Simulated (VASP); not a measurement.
# Rh (I4/mmm) in VASP: single point with r2SCAN

Aim: the single point of Rh with r2SCAN.

Program: VASP 6.6.1. These are calculated values, not measurements. Logs are shortened: lines on timing, memory, paths and dates and some standing lists are left out, and cuts for length are marked.

### Step 1. The cell of the first run

Symmetry: I4/mmm, No. 139, tetragonal system. The conventional cell has a = 2.770 Å, b = 2.770 Å, c = 3.689 Å, α = 90.00°, β = 90.00°, γ = 90.00°. Rh (site symmetry 4/mmm) has 12 Rh at 2.69 to 2.77 Å within 3.5 Å.

### Step 2. Single point, r2SCAN (strain +0.030 along x and y, -0.030 along z)

File POSCAR:

```
Rh
1.0
    0.0000000000      1.9585965000      1.8445035000
    1.9585965000      0.0000000000      1.8445035000
    1.9585965000      1.9585965000      0.0000000000
Rh
1
Direct
    0.0000000000      0.0000000000      0.0000000000
```

File INCAR.step1:

```
SYSTEM = Rh
ALGO = Normal
EDIFF = 1E-4
ENCUT = 520
GGA = PE
ISMEAR = 0
LASPH = .TRUE.
LCHARG = .FALSE.
LREAL = .FALSE.
LWAVE = .TRUE.
NBANDS = 14
NELM = 80
PREC = Accurate
SIGMA = 0.15
```

File INCAR.step2:

```
SYSTEM = Rh
ALGO = Normal
EDIFF = 1E-6
ENCUT = 520
ISIF = 2
ISMEAR = 0
ISTART = 1
LASPH = .TRUE.
LCHARG = .FALSE.
LMIXTAU = .TRUE.
LREAL = .FALSE.
LWAVE = .FALSE.
METAGGA = R2SCAN
NBANDS = 14
NELM = 80
PREC = Accurate
SIGMA = 0.15
```

File KPOINTS:

```
k-points
0
G
  8 8 8
  0 0 0
```

Potentials or basis: VASP PAW PBE potentials, release 64 (Rh_pv).

Run with:

```bash
$ cat potpaw_PBE.64/Rh_pv/POTCAR > POTCAR
$ cp INCAR.step1 INCAR
$ mpirun -np 1 vasp_std > vasp.out
$ cp INCAR.step2 INCAR
$ mpirun -np 1 vasp_std > vasp.out
```

OUTCAR:

```text
SYSTEM = Rh
   EDIFF = 1E-6
   ENCUT = 520
   ISIF = 2
   ISMEAR = 0
   ISTART = 1
   LASPH = .TRUE.
   LREAL = .FALSE.
   METAGGA = R2SCAN
   NELM = 80
   PREC = Accurate

 ion  position               nearest neighbor table
   1  0.000  0.000  0.000-

  LATTYP: Found a body centered tetragonal cell.
 ALAT       =     2.7698737335
 C/A-ratio  =     1.3318321898

  Lattice vectors:

 A1 = (   0.0000000000,  -1.9585965000,  -1.8445035000)
 A2 = (   0.0000000000,   1.9585965000,  -1.8445035000)
 A3 = (   1.9585965000,   0.0000000000,   1.8445035000)

Analysis of symmetry for initial positions (statically):
=====================================================================
 Subroutine PRICEL returns:
 Original cell was already a primitive cell.

 Routine SETGRP: Setting up the symmetry group for a
 body centered tetragonal supercell.

 Subroutine GETGRP returns: Found 16 space group operations
 (whereof 16 operations were pure point group operations)
 out of a pool of 16 trial point group operations.

The static configuration has the point symmetry D_4h.

Analysis of symmetry for dynamics (positions and initial velocities):
=====================================================================
 Subroutine PRICEL returns:
 Original cell was already a primitive cell.

 Routine SETGRP: Setting up the symmetry group for a
 body centered tetragonal supercell.

 Subroutine GETGRP returns: Found 16 space group operations
 (whereof 16 operations were pure point group operations)
 out of a pool of 16 trial point group operations.

The dynamic configuration has the point symmetry D_4h.

 Subroutine INISYM returns: Found 16 space group operations
 (whereof 16 operations are pure point group operations),
 and found     1 'primitive' translations

----------------------------------------------------------------------------------------

                                     Primitive cell

  volume of cell :      14.1514

  direct lattice vectors                    reciprocal lattice vectors
     0.000000000  1.958596500  1.844503500    -0.255284843  0.255284843  0.271075658
     1.958596500  0.000000000  1.844503500     0.255284843 -0.255284843  0.271075658
     1.958596500  1.958596500  0.000000000     0.255284843  0.255284843 -0.271075658

  length of vectors
     2.690407666  2.690407666  2.769873734     0.451467291  0.451467291  0.451467291

  position of ions in fractional coordinates (direct lattice)
     0.000000000  0.000000000  0.000000000

  ion indices of the primitive-cell ions
   primitive index   ion index
                 1           1

----------------------------------------------------------------------------------------

 KPOINTS: k-points

Automatic generation of k-mesh.
 Grid dimensions read from file:
 generate k-points for:    8    8    8

 Generating k-lattice:

  Cartesian coordinates                     Fractional coordinates (reciprocal lattice)
    -0.031910605  0.031910605  0.033884457     0.125000000  0.000000000  0.000000000
     0.031910605 -0.031910605  0.033884457     0.000000000  0.125000000  0.000000000
     0.031910605  0.031910605 -0.033884457     0.000000000  0.000000000  0.125000000

  Length of vectors
     0.056433411  0.056433411  0.056433411

  Shift w.r.t. Gamma in fractional coordinates (k-lattice)
     0.000000000  0.000000000  0.000000000

 Subroutine IBZKPT returns following result:
 ===========================================

 Found     59 irreducible k-points:

 Following reciprocal coordinates:
            Coordinates               Weight
  0.000000  0.000000  0.000000      1.000000
  0.125000  0.000000  0.000000      8.000000
  0.250000  0.000000  0.000000      8.000000
  0.375000  0.000000  0.000000      8.000000
  0.500000  0.000000  0.000000      4.000000
  0.125000  0.125000  0.000000      2.000000
[... 16 lines left out ...]
  0.250000  0.000000  0.125000     16.000000
  0.375000 -0.000000  0.125000     16.000000
 [... further k-points ...]
   k-points           NKPTS =     59   k-points in BZ     NKDIM =     59   number of bands    NBANDS=     14
   number of dos      NEDOS =    301   number of ions     NIONS =      1
   total plane-waves  NPLWV =   9600
   dimension x,y,z NGX =    20 NGY =   20 NGZ =   24
   dimension x,y,z NGXF=    40 NGYF=   40 NGZF=   48
   ions per type =               1
   NGX,Y,Z   is equivalent  to a cutoff of  12.36, 12.36, 14.40 a.u.
   NGXF,Y,Z  is equivalent  to a cutoff of  24.72, 24.72, 28.81 a.u.
 SYSTEM =  Rh
   PREC   = accura    normal or accurate (medium, high low for compatibility)
   ISTART =      1    job   : 0-new  1-cont  2-samecut
   ICHARG =      0    charge: 1-file 2-atom 10-const
   ISPIN  =      1    spin polarized calculation?
   LNONCOLLINEAR =      F non collinear calculations
   LSORBIT =      F    spin-orbit coupling
   LASPH  =      T    aspherical Exc in radial PAW
   ENCUT  =  520.0 eV  38.22 Ry    6.18 a.u.   5.00  5.00  5.15*2*pi/ulx,y,z
   NELM   =     80;   NELMIN=  2; NELMDL=  0     # of ELM steps
   EDIFF  = 0.1E-05   stopping-criterion for ELM
   LREAL  =      F    real-space projection
   EDIFFG = 0.1E-04   stopping-criterion for IOM
   NSW    =      0    number of steps for IOM
   IBRION =     -1    ionic relax: 0-MD 1-quasi-New 2-CG
   NFREE  =      0    steps in history (QN), initial steepest desc. (CG)
   ISIF   =      2    stress and relaxation
   ISYM   =      2    0-nonsym 1-usesym 2-fastsym
   POTIM  = 0.5000    time-step for ionic-motion
   TEBEG  =    0.0;   TEEND  =   0.0 temperature during run
   PSTRESS=    0.0 pullay stress
   NELECT =      15.0000    total number of electrons
   NUPDOWN=      -1.0000    fix difference up-down
   EMIN   =  10.00;   EMAX   =-10.00  energy-range for DOS
   EFERMI =   0.00;   METHOD = LEGACY
   ISMEAR =     0;   SIGMA  =   0.15  broadening in eV -4-tet -1-fermi 0-gaus
   EFERMI_NEDOS =   21; number of points for ismear=-14 and -15
   IALGO  =     38    algorithm
   IMIX   =      4    mixing-type and parameters
     AMIX     =   0.40;   BMIX     =  1.00
     AMIX_MAG =   1.60;   BMIX_MAG =  1.00
  volume/ion in A,a.u.               =      14.15        95.50
  Fermi-wavevector in a.u.,A,eV,Ry     =   1.669189  3.154309 37.908430  2.786191
  Thomas-Fermi vector in A             =   2.754905
   LORBIT       =      0    0 simple, 1 ext, 2 COOP (PROOUT), +10 PAW based schemes
   METAGGA = R2SCAN    functional components
   LHFCALC =     F    Hartree Fock is set to
   AEXX    =    0.0000 exact exchange contribution
   IVDW    =     0    specifies the selected vdW correction
   LEPSILON=     F    determine dielectric tensor
   LRPA    =     F    only Hartree local field effects (RPA)
 non-spin polarized calculation
 Gauss-broadening in eV      SIGMA  =   0.15
  energy-cutoff  :      520.00
  volume of cell :       14.15
 maximum number of plane-waves:       394
   NGX =  9   NGY =  9   NGZ = 11

 number of electron      15.0000001 magnetization

 Free energy of the ion-electron system (eV)
  ---------------------------------------------------
  ext. energy  EPLUGINS =         0.00000000
  ---------------------------------------------------
  free energy    TOTEN  =       -24.09026119 eV

  energy without entropy =      -24.06867921  energy(sigma->0) =      -24.07947020

 E-fermi :  11.2498     XC(G=0): -14.9766

 val. band max:       11.2447192574   @ k =  -0.3750   0.1250   0.0000
 cond. band min:      11.2574369347   @ k =   0.5000   0.1250   0.3750
 fundamental gap:      0.0127176772
 Fermi energy:        11.2498178647

 k-point     1 :       0.0000    0.0000    0.0000
  band No.  band energies     occupation
      1     -36.4913      2.00000
      2     -36.4913      2.00000
      3     -36.4659      2.00000
      4       3.2597      2.00000
      5       8.0204      2.00000
      6       8.0204      2.00000
      7       8.6331      2.00000
      8       9.8232      2.00000
      9      10.5422      2.00000
     10      28.0004      0.00000
     11      28.7301      0.00000
     12      32.9150      0.00000
     13      32.9150      0.00000
     14      34.8219      0.00000

 k-point     2 :       0.1250    0.0000    0.0000
  band No.  band energies     occupation
      1     -36.5910      2.00000
      2     -36.5105      2.00000
      3     -36.4843      2.00000
      4       3.8742      2.00000
      5       7.9183      2.00000
      6       8.2203      2.00000
      7       8.7151      2.00000
      8       9.7909      2.00000
      9      10.3998      2.00000
     10      28.7299      0.00000
     11      28.7674      0.00000
     12      30.8783      0.00000
     13      33.7826      0.00000
     14      35.0309      0.00000

 k-point     3 :       0.2500    0.0000    0.0000
  band No.  band energies     occupation
      1     -36.8463      2.00000
      2     -36.5565      2.00000
      3     -36.5092      2.00000
      4       5.0861      2.00000
      5       8.0984      2.00000
      6       8.2530      2.00000
      7       8.8526      2.00000
      8      10.2987      2.00000
      9      10.4890      2.00000
     10      26.8790      0.00000
     11      28.7307      0.00000
     12      29.4549      0.00000
     13      35.8608      0.00000
     14      36.7340      0.00000
[... 324 lines left out ...]
 k-point    23 :       0.2500    0.0000    0.1250
  band No.  band energies     occupation
      1     -36.7742      2.00000
      2     -36.5597      2.00000
      3     -36.5444      2.00000
      4       5.1536      2.00000
      5       7.2437      2.00000
      6       8.5005      2.00000
      7       9.1596      2.00000
      8       9.9099      2.00000
      9      10.7994      1.99998
     10      28.6751      0.00000
     11      28.7378      0.00000
     12      30.2070      0.00000
     13      32.9793      0.00000
     14      34.2452      0.00000

 k-point    24 :       0.3750   -0.0000    0.1250
  band No.  band energies     occupation
      1     -37.0076      2.00000
      2     -36.6196      2.00000
      3     -36.5724      2.00000
      4       5.7035      2.00000
      5       7.8619      2.00000
      6       8.1988      2.00000
      7       9.0087      2.00000
      8      11.4305      0.08840
      9      11.7961      0.00000
     10      24.3268      0.00000
     11      28.7301      0.00000
     12      29.0229      0.00000
     13      32.5692      0.00000
     14      33.8200      0.00000

 [... further k-points ...]
[... 5 lines left out ...]
  --------------------------------------------------------------------------------------
  -------------------------------------------------------------------------------------
  Total       -0.8660923     -0.8660923      0.2128320      0.0000000     -0.0000000      0.0000000
  in kB      -98.0562593    -98.0562593     24.0961768      0.0000000     -0.0000000      0.0000000
  external PRESSURE =     -57.3387806 kB  Pullay stress =       0.0000000 kB

 VOLUME and BASIS-vectors are now :
 -----------------------------------------------------------------------------
  energy-cutoff  :      520.00
  volume of cell :       14.15
      direct lattice vectors                 reciprocal lattice vectors
     0.000000000  1.958596500  1.844503500    -0.255284843  0.255284843  0.271075658
     1.958596500  0.000000000  1.844503500     0.255284843 -0.255284843  0.271075658
     1.958596500  1.958596500  0.000000000     0.255284843  0.255284843 -0.271075658

 POSITION                                       TOTAL-FORCE (eV/Angst)
 -----------------------------------------------------------------------------------
      0.00000      0.00000      0.00000         0.000000      0.000000     -0.000000
 -----------------------------------------------------------------------------------
    total drift:                                0.000000      0.000000      0.000000

  FREE ENERGIE OF THE ION-ELECTRON SYSTEM (eV)
  ---------------------------------------------------
  free  energy   TOTEN  =       -24.0902611851 eV

  energy  without entropy=      -24.0686792080  energy(sigma->0) =      -24.07947020
```

It took 28 s on 1 thread of Intel Xeon 6975P-C, shared host; peak memory 0.14 GiB.

Results:

```
Free energy : -24.0903 eV
Pressure    : -5.7 GPa
```

Levels at points of the mesh, in eV from the Fermi level:
```
           k point  band 5  band 6  band 7  band 8  band 9  band 10
(0.00, 0.00, 0.00)   -3.23   -3.23   -2.62   -1.43   -0.71    16.75
(0.50, 0.00, 0.00)   -3.48   -2.81    0.37    0.72    0.92     8.78
(0.50, 0.50, 0.00)   -5.97    0.46    1.01    1.01    4.32    13.05
(0.50, 0.00, 0.50)   -5.88    0.45    0.70    1.21    2.99    11.92
```

Caveat: the cell differs from its parent crystal (strain +0.030 along x and y, -0.030 along z); the PAW data sets were made with another functional, which shifts forces and pressure a little.
